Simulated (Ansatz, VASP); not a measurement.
## Two plane-wave programs on TaN

File INCAR:

```
ALGO = Normal
EDIFF = 1E-6
ENCUT = 520
GGA = PE
ISIF = 2
ISMEAR = 0
LASPH = True
LCHARG = True
LELF = True
LREAL = False
LVHAR = True
LWAVE = False
NBANDS = 15
NELM = 60
PREC = Accurate
SIGMA = 0.15
```

The input KPOINTS:

```
k-points
0
Gamma
  18 18 18
```

Contents of POSCAR:

```
TaN
1.0
    0.0000000000      2.2879500000      2.1245250000
    2.2879500000      0.0000000000      2.1245250000
    2.2879500000      2.2879500000      0.0000000000
Ta N
1 1
Direct
    0.5000000000      0.5000000000      0.5000000000
    0.0000000000      0.0000000000      0.0000000000
```

Input for Ansatz:

```yaml
crystal:
  lattice:
    - [0.0, 2.28795, 2.124525]
    - [2.28795, 0.0, 2.124525]
    - [2.28795, 2.28795, 0.0]
  atoms:
    - { symbol: Ta, position: [0.5, 0.5, 0.5] }
    - { symbol: "N", position: [0.0, 0.0, 0.0] }
basis:
  ecutwfc: 420
kpoints:
  mp_grid: { grid: [18, 18, 18] }
hamiltonian:
  xc: pbe
scf:
  occupations: { method: gaussian, width: 0.15 }
output:
  forces: true
  stress: true
  eigenvalues: true
```

Change from the starting cell: strain +0.050 along x and y, -0.025 along z, atoms carried along.

Alike in both runs: task single point; functional PBE; k mesh 18 × 18 × 18; occupations gaussian, width 0.15 eV; no spin polarisation.

|  | VASP | Ansatz |
| --- | --- | --- |
| version | VASP 6.6.1 | Ansatz 0.2.0 |
| potentials or method | VASP PAW PBE potentials, release 64 (Ta_pv, N), cutoff 520 eV | scalar-relativistic, plane waves, PAW |
| valence electrons in the cell | 16 | 18 |

Ansatz gave:

* gap on the k mesh at the Fermi level (eV): none
* pressure (GPa): -5.4
* traceless stress, the component that is largest in VASP (GPa): 25.70

Problem. Estimate VASP's values.

Solution. gap on the k mesh at the Fermi level (eV): none; pressure (GPa): -4.7; traceless stress, the component that is largest in VASP (GPa): 25.89.

A gap of «none» marks a metal or a gap that the smearing closes. The functional is the same, so the differences come from potentials, cutoffs and numerics. VASP's potentials hold 16 valence electrons a cell and Ansatz's 18, so a difference there can come from the potentials and not from the codes.

Neither program's run includes spin-orbit coupling.
